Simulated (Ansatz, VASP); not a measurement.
# Two plane-wave programs on Ga2BAs3

File INCAR:

```
PREC     = Accurate       # precision mode
ENCUT    = 600            # plane-wave cutoff, eV
EDIFF    = 1E-6           # SCF threshold, eV
ISMEAR   = 0              # smearing method
SIGMA    = 0.1            # smearing width, eV
LREAL    = False          # projectors in reciprocal space
LASPH    = True           # aspherical terms in the spheres
NELM     = 60             # most SCF steps
ALGO     = Normal         # electronic algorithm
ISIF     = 3              # what is computed and relaxed
LWAVE    = False          # write WAVECAR
LCHARG   = False          # write CHGCAR
GGA      = PE             # functional
IBRION   = 2              # ionic algorithm
NSW      = 80             # ionic steps
EDIFFG   = -0.025         # ionic threshold
```

File KPOINTS:

```
Automatic mesh
0
Gamma
  2 2 2
```

POSCAR

```
Ga2BAs3
1.0
   -0.0052448179      0.1568597131     -6.2720154064
    0.0586076747      6.6408580611     -0.1658056173
    5.6816884006     -3.2696282449      0.0877082599
Ga B As
4 2 6
Direct
    0.0054122670      0.8346365786      0.3153585225
    0.4994958208      0.1626627601      0.6836720414
    0.0130849898      0.5068787124      0.6762058882
    0.4979623935      0.4879662677      0.3170466490
    0.4887026404      0.8464700677      0.0006954848
    0.9976710967      0.1483744697     -0.0010800797
    0.3889024236      0.5514887676      0.7193041473
    0.4103887551      0.8522115073      0.2862586270
    0.3496230233      0.1353444412      0.0136247758
    0.9028201206      0.1548394266      0.6976066982
    0.8900307476      0.4404114751      0.2828865696
    0.8345057216      0.8787155258      0.0084206757
```

Input for Ansatz:

```yaml
crystal:
  lattice:
    - [-0.0052448179, 0.1568597131, -6.2720154064]
    - [0.0586076747, 6.6408580611, -0.1658056173]
    - [5.6816884006, -3.2696282449, 0.0877082599]
  atoms:
    - { symbol: Ga, position: [0.005412267, 0.8346365786, 0.3153585225] }
    - { symbol: Ga, position: [0.4994958208, 0.1626627601, 0.6836720414] }
    - { symbol: Ga, position: [0.0130849898, 0.5068787124, 0.6762058882] }
    - { symbol: Ga, position: [0.4979623935, 0.4879662677, 0.317046649] }
    - { symbol: B, position: [0.4887026404, 0.8464700677, 0.0006954848] }
    - { symbol: B, position: [0.9976710967, 0.1483744697, -0.0010800797] }
    - { symbol: As, position: [0.3889024236, 0.5514887676, 0.7193041473] }
    - { symbol: As, position: [0.4103887551, 0.8522115073, 0.286258627] }
    - { symbol: As, position: [0.3496230233, 0.1353444412, 0.0136247758] }
    - { symbol: As, position: [0.9028201206, 0.1548394266, 0.6976066982] }
    - { symbol: As, position: [0.8900307476, 0.4404114751, 0.2828865696] }
    - { symbol: As, position: [0.8345057216, 0.8787155258, 0.0084206757] }
basis:
  ecutwfc: 420
kpoints:
  mp_grid: { grid: [2, 2, 2] }
hamiltonian:
  xc: pbe
scf:
  occupations: { method: gaussian, width: 0.1 }
  lower_state_search: "off"
output:
  forces: true
  stress: true
  eigenvalues: true
relax:
  adjacent_minimum: "off"
  f_tol: 0.025
  max_steps: 60
  cell: { stress_tol: 0.25 }
```

Change from the starting cell: cell x1, atoms moved at random (sigma 0.05 Å) and cell strained at random (1.5 %), then relaxed without symmetry.

Alike in both runs: task relaxation of cell and atoms; functional PBE; k mesh 2 × 2 × 2; occupations gaussian, width 0.1 eV; no spin polarisation.

|  | VASP | Ansatz |
| --- | --- | --- |
| version | VASP 6.6.1 | Ansatz 0.2.0 |
| potentials or method | VASP PAW PBE potentials, release 64 (Ga_d, B, As), cutoff 600 eV | scalar-relativistic, plane waves, PAW |
| valence electrons in the cell | 88 | 148 |

VASP gave:

- gap on the k mesh at the Fermi level, each at its own relaxed structure (eV): 0.66
- relaxed volume (Å³/atom): 19.87
- relaxed cell length with the largest relative difference (Å): 6.262

**Question.** What did Ansatz give for the same quantities?

**Answer.** gap on the k mesh at the Fermi level, each at its own relaxed structure (eV): 0.67; relaxed volume (Å³/atom): 19.80; relaxed cell length with the largest relative difference (Å): 6.252.

VASP's potentials hold 88 valence electrons a cell and Ansatz's 148, so a difference there can come from the potentials and not from the codes.

The k mesh is coarse, so the values compare programs but aren't converged.
